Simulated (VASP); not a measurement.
# NbB3 (Pm-3m) in VASP: notebook

The runs below take NbB3 through single point, relaxation of cell and atoms, with PBE.

Program: VASP 6.6.1. These are calculated values, not measurements. Logs are shortened: lines on timing, memory, paths and dates and some standing lists are left out, and cuts for length are marked.

## Step 1: The cell of the first run

The structure is cubic, space group Pm-3m (No. 221). The conventional cell has a = 3.316 Å, b = 3.316 Å, c = 3.316 Å, α = 90.00°, β = 90.00°, γ = 90.00°. Nb (site symmetry m-3m) has 12 B at 2.34 Å within 3.1 Å. Within 3.1 Å of B (site symmetry 4/mmm) lie 4 Nb at 2.34 Å and 8 B at 2.34 Å.

## Step 2: Single point, PBE

Input file INCAR:

```
PREC = Accurate
ENCUT = 520
EDIFF = 1E-6
ISMEAR = 0
SIGMA = 0.1
LREAL = F
LASPH = T
NELM = 80
ALGO = Normal
ISIF = 2
LWAVE = F
LCHARG = T
GGA = PE
LELF = T
LVHAR = T
NBANDS = 19
```

Input file KPOINTS:

```
Automatic mesh
0
Gamma
  14 14 14
```

Input file POSCAR:

```
NbB3
1.0
    3.3157768495      0.0000000000      0.0000000000
    0.0000000000      3.3157768495      0.0000000000
    0.0000000000      0.0000000000      3.3157768495
Nb B
1 3
Direct
    0.0000000000      0.0000000000      0.0000000000
    0.0000000000      0.5000000000      0.5000000000
    0.5000000000      0.0000000000      0.5000000000
    0.5000000000      0.5000000000      0.0000000000
```

Potentials or basis: VASP PAW PBE potentials, release 64 (Nb_sv, B).

Started as:

```console
cat potpaw_PBE.64/Nb_sv/POTCAR potpaw_PBE.64/B/POTCAR > POTCAR
mpirun -np 1 vasp_std > vasp.out
```

OUTCAR:

```text
PREC = Accurate
   ENCUT = 520
   EDIFF = 1E-6
   ISMEAR = 0
   LREAL = F
   LASPH = T
   NELM = 80
   ISIF = 2
   GGA = PE

 ion  position               nearest neighbor table
   1  0.000  0.000  0.000-   2 2.34   3 2.34   4 2.34   2 2.34   3 2.34   2 2.34   4 2.34   2 2.34
                             3 2.34   4 2.34   3 2.34   4 2.34
   2  0.000  0.500  0.500-   1 2.34   1 2.34   1 2.34   1 2.34
   3  0.500  0.000  0.500-   1 2.34   1 2.34   1 2.34   1 2.34
   4  0.500  0.500  0.000-   1 2.34   1 2.34   1 2.34   1 2.34

  LATTYP: Found a simple cubic cell.
 ALAT       =     3.3157768495

  Lattice vectors:

 A1 = (   3.3157768495,   0.0000000000,   0.0000000000)
 A2 = (   0.0000000000,   3.3157768495,   0.0000000000)
 A3 = (   0.0000000000,   0.0000000000,   3.3157768495)

Analysis of symmetry for initial positions (statically):
=====================================================================
 Subroutine PRICEL returns:
 Original cell was already a primitive cell.

 Routine SETGRP: Setting up the symmetry group for a
 simple cubic supercell.

 Subroutine GETGRP returns: Found 48 space group operations
 (whereof 48 operations were pure point group operations)
 out of a pool of 48 trial point group operations.

The static configuration has the point symmetry O_h .

Analysis of symmetry for dynamics (positions and initial velocities):
=====================================================================
 Subroutine PRICEL returns:
 Original cell was already a primitive cell.

 Routine SETGRP: Setting up the symmetry group for a
 simple cubic supercell.

 Subroutine GETGRP returns: Found 48 space group operations
 (whereof 48 operations were pure point group operations)
 out of a pool of 48 trial point group operations.

The dynamic configuration has the point symmetry O_h .

 Subroutine INISYM returns: Found 48 space group operations
 (whereof 48 operations are pure point group operations),
 and found     1 'primitive' translations

----------------------------------------------------------------------------------------

                                     Primitive cell

  volume of cell :      36.4549

  direct lattice vectors                    reciprocal lattice vectors
     3.315776850  0.000000000  0.000000000     0.301588450  0.000000000  0.000000000
     0.000000000  3.315776850  0.000000000     0.000000000  0.301588450  0.000000000
[... 90 lines left out ...]
   LREAL  =      F    real-space projection
   EDIFFG = 0.1E-04   stopping-criterion for IOM
   NSW    =      0    number of steps for IOM
   IBRION =     -1    ionic relax: 0-MD 1-quasi-New 2-CG
   NFREE  =      0    steps in history (QN), initial steepest desc. (CG)
   ISIF   =      2    stress and relaxation
   ISYM   =      2    0-nonsym 1-usesym 2-fastsym
   POTIM  = 0.5000    time-step for ionic-motion
   TEBEG  =    0.0;   TEEND  =   0.0 temperature during run
   PSTRESS=    0.0 pullay stress
   NELECT =      22.0000    total number of electrons
   NUPDOWN=      -1.0000    fix difference up-down
   EMIN   =  10.00;   EMAX   =-10.00  energy-range for DOS
   EFERMI =   0.00;   METHOD = LEGACY
   ISMEAR =     0;   SIGMA  =   0.10  broadening in eV -4-tet -1-fermi 0-gaus
   EFERMI_NEDOS =   21; number of points for ismear=-14 and -15
   IALGO  =     38    algorithm
   IMIX   =      4    mixing-type and parameters
     AMIX     =   0.40;   BMIX     =  1.00
     AMIX_MAG =   1.60;   BMIX_MAG =  1.00
  volume/ion in A,a.u.               =       9.11        61.50
  Fermi-wavevector in a.u.,A,eV,Ry     =   1.383451  2.614343 26.040687  1.913937
  Thomas-Fermi vector in A             =   2.508048
   LORBIT       =      0    0 simple, 1 ext, 2 COOP (PROOUT), +10 PAW based schemes
   GGA     = PE    functional components
   LHFCALC =     F    Hartree Fock is set to
   AEXX    =    0.0000 exact exchange contribution
   IVDW    =     0    specifies the selected vdW correction
   LEPSILON=     F    determine dielectric tensor
   LRPA    =     F    only Hartree local field effects (RPA)
 non-spin polarized calculation
 Gauss-broadening in eV      SIGMA  =   0.10
  energy-cutoff  :      520.00
  volume of cell :       36.45
 maximum number of plane-waves:      1021
 NGX is ok and might be reduce to    28
   NGX = 13   NGY = 13   NGZ = 13

 number of electron      22.0000001 magnetization

 Free energy of the ion-electron system (eV)
  ---------------------------------------------------
  ext. energy  EPLUGINS =         0.00000000
  ---------------------------------------------------
  free energy    TOTEN  =       -28.32147897 eV

  energy without entropy =      -28.31576910  energy(sigma->0) =      -28.31862404

 E-fermi :  10.9067     XC(G=0): -12.7233

 val. band max:       10.9017908335   @ k =   0.1429   0.0000   0.0000
 cond. band min:      10.9171850996   @ k =   0.3571   0.2143   0.0000
 fundamental gap:      0.0153942662
 Fermi energy:        10.9066643543

 k-point     1 :       0.0000    0.0000    0.0000
  band No.  band energies     occupation
      1     -44.4255      2.00000
      2     -20.5317      2.00000
      3     -20.5317      2.00000
      4     -20.5317      2.00000
      5      -2.9785      2.00000
      6       5.0317      2.00000
[... 505 lines left out ...]
      6       2.1458      2.00000
[... 11 lines left out ...]
     18      17.4114      0.00000
     19      18.8037      0.00000

 [... further k-points ...]

------------------------ aborting loop because EDIFF is reached ----------------------------------------

  FORCE on cell =-STRESS in cart. coord.  units (eV):
  Direction    XX          YY          ZZ          XY          YZ          ZX
  --------------------------------------------------------------------------------------
  -------------------------------------------------------------------------------------
  Total       -0.0945199     -0.0945199     -0.0945199      0.0000000      0.0000000     -0.0000000
  in kB       -4.1541091     -4.1541091     -4.1541091      0.0000000      0.0000000     -0.0000000
  external PRESSURE =      -4.1541091 kB  Pullay stress =       0.0000000 kB

 VOLUME and BASIS-vectors are now :
 -----------------------------------------------------------------------------
  energy-cutoff  :      520.00
  volume of cell :       36.45
      direct lattice vectors                 reciprocal lattice vectors
     3.315776850  0.000000000  0.000000000     0.301588450  0.000000000  0.000000000
     0.000000000  3.315776850  0.000000000     0.000000000  0.301588450  0.000000000
     0.000000000  0.000000000  3.315776850     0.000000000  0.000000000  0.301588450

 POSITION                                       TOTAL-FORCE (eV/Angst)
 -----------------------------------------------------------------------------------
      0.00000      0.00000      0.00000         0.000000      0.000000      0.000000
      0.00000      1.65789      1.65789         0.000000      0.000000      0.000000
      1.65789      0.00000      1.65789         0.000000      0.000000      0.000000
      1.65789      1.65789      0.00000         0.000000      0.000000      0.000000
 -----------------------------------------------------------------------------------
    total drift:                               -0.000000     -0.000000     -0.000000

  FREE ENERGIE OF THE ION-ELECTRON SYSTEM (eV)
  ---------------------------------------------------
  free  energy   TOTEN  =       -28.3214789672 eV

  energy  without entropy=      -28.3157691030  energy(sigma->0) =      -28.31862404
```

OSZICAR:

```text
N       E                     dE             d eps       ncg     rms          rms(c)
DAV:   1     0.148736415012E+03    0.14874E+03   -0.11535E+04  4568   0.115E+03
DAV:   2    -0.218229987307E+02   -0.17056E+03   -0.16467E+03  5677   0.363E+02
DAV:   3    -0.296534904277E+02   -0.78305E+01   -0.76282E+01  7774   0.654E+01
DAV:   4    -0.298564808252E+02   -0.20299E+00   -0.20200E+00  6233   0.894E+00
DAV:   5    -0.298632498711E+02   -0.67690E-02   -0.67629E-02  7391   0.158E+00    0.123E+01
DAV:   6    -0.283382422173E+02    0.15250E+01   -0.64606E+00  7710   0.190E+01    0.365E+00
DAV:   7    -0.283256499565E+02    0.12592E-01   -0.32558E-01  6156   0.423E+00    0.238E+00
DAV:   8    -0.283209460269E+02    0.47039E-02   -0.49485E-02  7781   0.163E+00    0.288E-01
DAV:   9    -0.283214887989E+02   -0.54277E-03   -0.34368E-03  6245   0.453E-01    0.110E-01
DAV:  10    -0.283214848767E+02    0.39223E-05   -0.25063E-04  6932   0.140E-01    0.137E-02
DAV:  11    -0.283214787357E+02    0.61410E-05   -0.15564E-05  6199   0.397E-02    0.114E-02
DAV:  12    -0.283214789672E+02   -0.23155E-06   -0.82454E-07  3652   0.949E-03
   1 F= -.28321479E+02 E0= -.28318624E+02  d E =-.570986E-02
```

stdout:

```text
POSCAR found type information on POSCAR NbB
 POSCAR found :  2 types and       4 ions
 scaLAPACK will be used
 LDA part: xc-table for (Slater+PW92), standard interpolation
 POSCAR, INCAR and KPOINTS ok, starting setup
 FFT: planning ... GRIDC
 FFT: planning ... GRID_SOFT
 FFT: planning ... GRID
 WAVECAR not read
 entering main loop
```

It took 2.6 min on 1 thread of AMD EPYC 7R13, shared host; peak memory 0.18 GiB.

What came out:

- Free energy: -28.3215 eV
- Pressure: -0.4 GPa
- Band gap on the k mesh: zero (band 11 reaches 11.78 eV, above the bottom of band 12 at 9.90 eV)

## Step 3: Relaxation of cell and atoms, PBE

Input file INCAR:

```
  ALGO = Normal
  EDIFF = 1E-6
  EDIFFG = -0.01
  ENCUT = 600
  GGA = PE
  IBRION = 2
  ISIF = 3
  ISMEAR = 0
  LASPH = True
  LCHARG = False
  LREAL = False
  LWAVE = False
  NELM = 80
  NSW = 100
  PREC = Accurate
  SIGMA = 0.1
```

Input file KPOINTS:

```
k-points
0
Gamma
  14 14 14
```

Input file POSCAR:

```
NbB3
1.0
    3.3135896458      0.0000000000      0.0000000000
    0.0000000000      3.3135896458      0.0000000000
    0.0000000000      0.0000000000      3.3135896458
Nb B
1 3
Direct
    0.0000000000      0.0000000000      0.0000000000
    0.0000000000      0.5000000000      0.5000000000
    0.5000000000      0.0000000000      0.5000000000
    0.5000000000      0.5000000000      0.0000000000
```

Potentials or basis: VASP PAW PBE potentials, release 64 (Nb_sv, B).

Started as:

```console
cat potpaw_PBE.64/Nb_sv/POTCAR potpaw_PBE.64/B/POTCAR > POTCAR
mpirun -np 1 vasp_std > vasp.out
```

Run time: 2 min. Hardware: 1 thread of AMD EPYC 7R13, shared host; peak memory 0.19 GiB.

Results (log left out):

```
Free energy             : -28.3233 eV
Pressure after relaxing : 0.0 GPa
Band gap on the k mesh  : zero (band 11 reaches 11.81 eV, above the bottom of band 12 at 9.92 eV)
```

Final structure:
```yaml
crystal:
  lattice:
    - [3.31359, 0.00000, 0.00000]
    - [0.00000, 3.31359, 0.00000]
    - [0.00000, 0.00000, 3.31359]
  atoms:
    - { symbol: Nb, position: [0.00000, 0.00000, 0.00000] }
    - { symbol: B, position: [0.00000, 0.50000, 0.50000] }
    - { symbol: B, position: [0.50000, 0.00000, 0.50000] }
    - { symbol: B, position: [0.50000, 0.50000, 0.00000] }
```

Levels at points of the mesh, in eV from the Fermi level:
```csv
k point,band 7,band 8,band 9,band 10,band 11,band 12,band 13,band 14,band 15
"(0.00, 0.00, 0.00)",-5.88,-3.67,-3.67,-3.67,0.41,0.41,0.41,2.63,2.63
"(0.50, 0.00, 0.00)",-5.14,-5.14,-5.14,-0.66,0.34,0.34,0.73,1.17,2.64
"(0.50, 0.50, 0.00)",-7.41,-7.41,-3.80,-3.80,0.48,0.55,1.46,2.86,2.86
"(0.50, 0.50, 0.50)",-8.21,-7.21,-4.32,-4.32,-4.32,2.36,2.36,6.22,6.22
```

Caveat: the relaxation stopped at its first step, so nothing moved.
